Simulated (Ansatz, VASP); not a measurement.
## Rh: VASP beside Ansatz

```xyz
1
Lattice="0.0000 1.9079 1.9079 1.9079 0.0000 1.9079 1.9079 1.9079 0.0000" Properties=species:S:1:pos:R:3 pbc="T T T"
Rh    0.0000    0.0000    0.0000
```

Change from the starting cell: volume scaled by 1.01, PAW files.

Alike in both runs: task electric field gradients; functional PBE; k mesh 16 × 16 × 16; occupations fermi-dirac, width 0.08 eV; no spin polarisation.

```csv
,VASP,Ansatz
version,VASP 6.6.1,Ansatz 0.2.0
potentials or method,"VASP PAW PBE potentials, release 64 (Rh_pv)","PAW with Ansatz's default frozen-core files, scalar-relativistic"
plane-wave cutoff (eV),520,420
valence electrons in the cell,15,17
```

```tsv
	VASP	Ansatz	Ansatz less VASP
pressure (GPa)	3.3	3.2	-0.04
```

VASP's potentials hold 15 valence electrons a cell and Ansatz's 17, so a difference there can come from the potentials and not from the codes.
